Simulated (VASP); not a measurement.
# LaCo2BOs2 (P4/mmm) in VASP: single point with PBE

Aim: the single point of LaCo2BOs2 with PBE.

Everything below comes from runs of VASP 6.6.1. Logs are shortened: lines on timing, memory, paths and dates and some standing lists are left out, and cuts for length are marked.

## (1) The cell of the first run

The structure is tetragonal, space group P4/mmm (No. 123). The conventional cell has a = 4.166 Å, b = 4.166 Å, c = 5.601 Å, α = 90.00°, β = 90.00°, γ = 90.00°. Within 3.7 Å of La (site symmetry 4/mmm) lie 2 B at 2.80 Å and 8 Os at 3.25 Å and 8 Co at 3.49 Å. Within 2.8 Å of B (site symmetry 4/mmm) lie 4 Co at 2.08 Å. Within 3.3 Å of Os (site symmetry 4mm) lie 4 Co at 2.52 Å and 2 Os at 2.76 to 2.84 Å and 4 La at 3.25 Å and 4 B at 3.27 Å. Co (site symmetry mmm) has 2 B at 2.08 Å and 4 Os at 2.52 Å within 2.8 Å.

## (2) Single point, PBE

The input, INCAR:

```
PREC     = Accurate       # precision mode
ENCUT    = 520            # plane-wave cutoff, eV
EDIFF    = 1E-7           # SCF threshold, eV
ISMEAR   = -1             # smearing method
SIGMA    = 0.1            # smearing width, eV
LREAL    = False          # projectors in reciprocal space
LASPH    = True           # aspherical terms in the spheres
NELM     = 80             # most SCF steps
ALGO     = Normal         # electronic algorithm
ISIF     = 2              # what is computed and relaxed
LWAVE    = False          # write WAVECAR
LCHARG   = True           # write CHGCAR
GGA      = PE             # functional
LELF     = True           # ELF
LVHAR    = True         
NBANDS   = 33             # bands
```

The input, KPOINTS:

```
regular mesh
0
Gamma
  8 8 6
```

The input, POSCAR:

```
LaCo2BOs2
1.0
    4.1656840000      0.0000000000      0.0000000000
    0.0000000000      4.1656840000      0.0000000000
    0.0000000000      0.0000000000      5.6010420000
La B Os Co
1 1 2 2
Direct
    0.0000000000      0.0000000000      0.5000000000
    0.0000000000      0.0000000000      0.0000000000
    0.5000000000      0.5000000000      0.2537000000
    0.5000000000      0.5000000000      0.7463000000
    0.0000000000      0.5000000000      0.0000000000
    0.5000000000      0.0000000000      0.0000000000
```

Potentials or basis: VASP PAW PBE potentials, release 64 (La, B, Os, Co).

The run is started by

```bash
$ cat potpaw_PBE.64/La/POTCAR potpaw_PBE.64/B/POTCAR potpaw_PBE.64/Os/POTCAR potpaw_PBE.64/Co/POTCAR > POTCAR
$ mpirun -np 1 vasp_std > vasp.out
```

OUTCAR:

```text
PREC = Accurate
   ENCUT = 520
   EDIFF = 1E-7
   ISMEAR = -1
   LREAL = False
   LASPH = True
   NELM = 80
   ISIF = 2
   GGA = PE

 ion  position               nearest neighbor table
   1  0.000  0.000  0.500-   2 2.80   2 2.80   4 3.25   3 3.25   3 3.25   4 3.25   3 3.25   4 3.25
                             3 3.25   4 3.25
   2  0.000  0.000  0.000-   5 2.08   6 2.08   5 2.08   6 2.08   1 2.80   1 2.80
   3  0.500  0.500  0.254-   5 2.52   6 2.52   6 2.52   5 2.52   4 2.76   4 2.84   1 3.25   1 3.25
                             1 3.25   1 3.25
   4  0.500  0.500  0.746-   5 2.52   6 2.52   6 2.52   5 2.52   3 2.76   3 2.84   1 3.25   1 3.25
                             1 3.25   1 3.25
   5  0.000  0.500  0.000-   2 2.08   2 2.08   4 2.52   3 2.52   3 2.52   4 2.52   6 2.95   6 2.95
                             6 2.95   6 2.95
   6  0.500  0.000  0.000-   2 2.08   2 2.08   4 2.52   3 2.52   4 2.52   3 2.52   5 2.95   5 2.95
                             5 2.95   5 2.95

  LATTYP: Found a simple tetragonal cell.
 ALAT       =     4.1656840000
 C/A-ratio  =     1.3445671827

  Lattice vectors:

 A1 = (   4.1656840000,   0.0000000000,   0.0000000000)
 A2 = (   0.0000000000,   4.1656840000,   0.0000000000)
 A3 = (   0.0000000000,   0.0000000000,   5.6010420000)

Analysis of symmetry for initial positions (statically):
=====================================================================
 Subroutine PRICEL returns:
 Original cell was already a primitive cell.

 Routine SETGRP: Setting up the symmetry group for a
 simple tetragonal supercell.

 Subroutine GETGRP returns: Found 16 space group operations
 (whereof 16 operations were pure point group operations)
 out of a pool of 16 trial point group operations.

The static configuration has the point symmetry D_4h.

Analysis of symmetry for dynamics (positions and initial velocities):
=====================================================================
 Subroutine PRICEL returns:
 Original cell was already a primitive cell.

 Routine SETGRP: Setting up the symmetry group for a
 simple tetragonal supercell.

 Subroutine GETGRP returns: Found 16 space group operations
 (whereof 16 operations were pure point group operations)
 out of a pool of 16 trial point group operations.

The dynamic configuration has the point symmetry D_4h.

 Subroutine INISYM returns: Found 16 space group operations
 (whereof 16 operations are pure point group operations),
 and found     1 'primitive' translations

----------------------------------------------------------------------------------------

                                     Primitive cell

  volume of cell :      97.1945

  direct lattice vectors                    reciprocal lattice vectors
     4.165684000  0.000000000  0.000000000     0.240056615  0.000000000  0.000000000
     0.000000000  4.165684000  0.000000000     0.000000000  0.240056615  0.000000000
     0.000000000  0.000000000  5.601042000     0.000000000  0.000000000  0.178538208

  length of vectors
     4.165684000  4.165684000  5.601042000     0.240056615  0.240056615  0.178538208

  position of ions in fractional coordinates (direct lattice)
     0.000000000  0.000000000  0.500000000
     0.000000000  0.000000000  0.000000000
     0.500000000  0.500000000  0.253700000
     0.500000000  0.500000000  0.746300000
     0.000000000  0.500000000  0.000000000
     0.500000000  0.000000000  0.000000000

  ion indices of the primitive-cell ions
   primitive index   ion index
                 1           1
                 2           2
                 3           3
                 4           4
                 5           5
                 6           6

----------------------------------------------------------------------------------------

 KPOINTS: regular mesh

Automatic generation of k-mesh.
 Grid dimensions read from file:
 generate k-points for:    8    8    6

 Generating k-lattice:

  Cartesian coordinates                     Fractional coordinates (reciprocal lattice)
     0.030007077  0.000000000  0.000000000     0.125000000  0.000000000  0.000000000
     0.000000000  0.030007077  0.000000000     0.000000000  0.125000000  0.000000000
     0.000000000  0.000000000  0.029756368     0.000000000  0.000000000  0.166666667

  Length of vectors
     0.030007077  0.030007077  0.029756368

  Shift w.r.t. Gamma in fractional coordinates (k-lattice)
     0.000000000  0.000000000  0.000000000

 Subroutine IBZKPT returns following result:
 ===========================================

 Found     60 irreducible k-points:

 Following reciprocal coordinates:
            Coordinates               Weight
  0.000000  0.000000  0.000000      1.000000
  0.125000  0.000000  0.000000      4.000000
  0.250000  0.000000  0.000000      4.000000
  0.375000  0.000000  0.000000      4.000000
  0.500000  0.000000  0.000000      2.000000
  0.125000  0.125000  0.000000      4.000000
[... 16 lines left out ...]
  0.375000  0.125000  0.166667     16.000000
  0.500000  0.125000  0.166667      8.000000
 [... further k-points ...]
   k-points           NKPTS =     60   k-points in BZ     NKDIM =     60   number of bands    NBANDS=     33
   number of dos      NEDOS =    301   number of ions     NIONS =      6
   total plane-waves  NPLWV =  43008
   dimension x,y,z NGX =    32 NGY =   32 NGZ =   42
   dimension x,y,z NGXF=    64 NGYF=   64 NGZF=   84
   ions per type =               1   1   2   2
   NGX,Y,Z   is equivalent  to a cutoff of  12.77, 12.77, 12.47 a.u.
   NGXF,Y,Z  is equivalent  to a cutoff of  25.54, 25.54, 24.93 a.u.
 SYSTEM =  unknown system
   PREC   = accura    normal or accurate (medium, high low for compatibility)
   ISTART =      0    job   : 0-new  1-cont  2-samecut
   ICHARG =      2    charge: 1-file 2-atom 10-const
   ISPIN  =      1    spin polarized calculation?
   LNONCOLLINEAR =      F non collinear calculations
   LSORBIT =      F    spin-orbit coupling
   LASPH  =      T    aspherical Exc in radial PAW
   ENCUT  =  520.0 eV  38.22 Ry    6.18 a.u.   7.75  7.75 10.41*2*pi/ulx,y,z
   NELM   =     80;   NELMIN=  2; NELMDL= -5     # of ELM steps
   EDIFF  = 0.1E-06   stopping-criterion for ELM
   LREAL  =      F    real-space projection
   EDIFFG = 0.1E-05   stopping-criterion for IOM
   NSW    =      0    number of steps for IOM
   IBRION =     -1    ionic relax: 0-MD 1-quasi-New 2-CG
   NFREE  =      0    steps in history (QN), initial steepest desc. (CG)
   ISIF   =      2    stress and relaxation
   ISYM   =      2    0-nonsym 1-usesym 2-fastsym
   POTIM  = 0.5000    time-step for ionic-motion
   TEBEG  =    0.0;   TEEND  =   0.0 temperature during run
   PSTRESS=    0.0 pullay stress
   NELECT =      48.0000    total number of electrons
   NUPDOWN=      -1.0000    fix difference up-down
   EMIN   =  10.00;   EMAX   =-10.00  energy-range for DOS
   EFERMI =   0.00;   METHOD = LEGACY
   ISMEAR =    -1;   SIGMA  =   0.10  broadening in eV -4-tet -1-fermi 0-gaus
   EFERMI_NEDOS =   21; number of points for ismear=-14 and -15
   IALGO  =     38    algorithm
   IMIX   =      4    mixing-type and parameters
     AMIX     =   0.40;   BMIX     =  1.00
     AMIX_MAG =   1.60;   BMIX_MAG =  1.00
  volume/ion in A,a.u.               =      16.20       109.32
  Fermi-wavevector in a.u.,A,eV,Ry     =   1.294021  2.445346 22.782834  1.674491
  Thomas-Fermi vector in A             =   2.425630
   LORBIT       =      0    0 simple, 1 ext, 2 COOP (PROOUT), +10 PAW based schemes
   GGA     = PE    functional components
   LHFCALC =     F    Hartree Fock is set to
   AEXX    =    0.0000 exact exchange contribution
   IVDW    =     0    specifies the selected vdW correction
   LEPSILON=     F    determine dielectric tensor
   LRPA    =     F    only Hartree local field effects (RPA)
 non-spin polarized calculation
  energy-cutoff  :      520.00
  volume of cell :       97.19
 maximum number of plane-waves:      2652
 NGX is ok and might be reduce to    32
   NGX = 15   NGY = 15   NGZ = 21

 number of electron      47.9999998 magnetization

 Free energy of the ion-electron system (eV)
  ---------------------------------------------------
  ext. energy  EPLUGINS =         0.00000000
  ---------------------------------------------------
  free energy    TOTEN  =       -45.86893567 eV

  energy without entropy =      -45.53145733  energy(sigma->0) =      -45.70019650

 E-fermi :   7.7835     XC(G=0): -11.8889

 val. band max:        7.7795860044   @ k =   0.1250   0.0000   0.1667
 cond. band min:       7.7835776677   @ k =   0.2500   0.1250   0.3333
 fundamental gap:      0.0039916633
 Fermi energy:         7.7835331356

 k-point     1 :       0.0000    0.0000    0.0000
  band No.  band energies     occupation
      1     -23.9474      2.00000
      2      -7.9879      2.00000
      3      -7.6023      2.00000
      4      -7.6023      2.00000
      5      -1.3065      2.00000
      6       1.9339      2.00000
[... 25 lines left out ...]
     32      10.8189      0.00000
     33      11.0458      0.00000

 k-point     2 :       0.1250    0.0000    0.0000
  band No.  band energies     occupation
      1     -23.9442      2.00000
      2      -7.9778      2.00000
      3      -7.6636      2.00000
      4      -7.6005      2.00000
      5      -1.1743      2.00000
      6       1.9660      2.00000
[... 25 lines left out ...]
     32      10.8939      0.00000
     33      11.0293      0.00000

 k-point     3 :       0.2500    0.0000    0.0000
  band No.  band energies     occupation
      1     -23.9364      2.00000
      2      -7.9532      2.00000
      3      -7.8062      2.00000
      4      -7.5962      2.00000
      5      -0.8118      2.00000
      6       1.9674      2.00000
[... 25 lines left out ...]
     32      10.8883      0.00000
     33      10.8942      0.00000

 k-point     4 :       0.3750    0.0000    0.0000
  band No.  band energies     occupation
      1     -23.9285      2.00000
      2      -7.9421      2.00000
      3      -7.9284      2.00000
      4      -7.5920      2.00000
      5      -0.3325      2.00000
      6       1.7478      2.00000
[... 25 lines left out ...]
     32      10.5661      0.00000
     33      10.8708      0.00000

 k-point     5 :       0.5000    0.0000    0.0000
  band No.  band energies     occupation
      1     -23.9252      2.00000
      2      -7.9966      2.00000
      3      -7.9180      2.00000
      4      -7.5902      2.00000
      5      -0.0513      2.00000
      6       1.5297      2.00000
[... 604 lines left out ...]
 k-point    22 :       0.2500    0.1250    0.1667
  band No.  band energies     occupation
      1     -23.9333      2.00000
      2      -7.9652      2.00000
      3      -7.7972      2.00000
      4      -7.6491      2.00000
      5      -0.5555      2.00000
      6       2.2113      2.00000
[... 25 lines left out ...]
     32      10.7870      0.00000
     33      10.9554      0.00000

 k-point    23 :       0.3750    0.1250    0.1667
  band No.  band energies     occupation
      1     -23.9257      2.00000
      2      -7.9414      2.00000
      3      -7.9269      2.00000
      4      -7.6414      2.00000
      5      -0.0995      2.00000
      6       1.9279      2.00000
[... 25 lines left out ...]
     32      10.7122      0.00000
     33      10.8318      0.00000

 k-point    24 :       0.5000    0.1250    0.1667
  band No.  band energies     occupation
      1     -23.9225      2.00000
      2      -7.9802      2.00000
      3      -7.9303      2.00000
      4      -7.6381      2.00000
      5       0.1825      2.00000
      6       1.6530      2.00000
[... 25 lines left out ...]
     32      10.5162      0.00000
     33      10.7950      0.00000

 [... further k-points ...]
[... 5 lines left out ...]
  --------------------------------------------------------------------------------------
  -------------------------------------------------------------------------------------
  Total       -3.9244582     -3.9244582     -8.6757322      0.0000000      0.0000000     -0.0000000
  in kB      -64.6917372    -64.6917372   -143.0129104      0.0000000      0.0000000     -0.0000000
  external PRESSURE =     -90.7987950 kB  Pullay stress =       0.0000000 kB

 VOLUME and BASIS-vectors are now :
 -----------------------------------------------------------------------------
  energy-cutoff  :      520.00
  volume of cell :       97.19
      direct lattice vectors                 reciprocal lattice vectors
     4.165684000  0.000000000  0.000000000     0.240056615  0.000000000  0.000000000
     0.000000000  4.165684000  0.000000000     0.000000000  0.240056615  0.000000000
     0.000000000  0.000000000  5.601042000     0.000000000  0.000000000  0.178538208

 POSITION                                       TOTAL-FORCE (eV/Angst)
 -----------------------------------------------------------------------------------
      0.00000      0.00000      2.80052         0.000000      0.000000      0.000000
      0.00000      0.00000      0.00000         0.000000      0.000000      0.000000
      2.08284      2.08284      1.42098         0.000000     -0.000000      2.291431
      2.08284      2.08284      4.18006        -0.000000      0.000000     -2.291431
      0.00000      2.08284      0.00000         0.000000      0.000000      0.000000
      2.08284      0.00000      0.00000         0.000000      0.000000      0.000000
 -----------------------------------------------------------------------------------
    total drift:                                0.000000      0.000000     -0.000000

  FREE ENERGIE OF THE ION-ELECTRON SYSTEM (eV)
  ---------------------------------------------------
  free  energy   TOTEN  =       -45.8689356731 eV

  energy  without entropy=      -45.5314573340  energy(sigma->0) =      -45.70019650
```

It took 10 min on 1 thread of Intel Xeon 8259CL, shared host; peak memory 0.37 GiB.

Results:

| Item | Value |
| --- | --- |
| Free energy | -45.8689 eV |
| Pressure | -9.1 GPa |
| Largest force | 2.291 eV/Å |
| Band gap on the k mesh | zero (band 24 reaches 8.19 eV, above the bottom of band 25 at 7.47 eV) |

Forces in eV/Å, atoms in the order of the input:
```
La   0.000  0.000  0.000
B    0.000  0.000  0.000
Os   0.000  0.000  2.291
Os   0.000  0.000 -2.291
Co   0.000  0.000  0.000
Co   0.000  0.000  0.000
```

Caveat: spin-orbit coupling is left out, which moves the levels of the heavy elements; forces of over 1 eV/Å act on the atoms, so gaps and moduli don't describe the material at rest. Spin polarisation is off, so any magnetic state and its effect on volume and gap are missing.
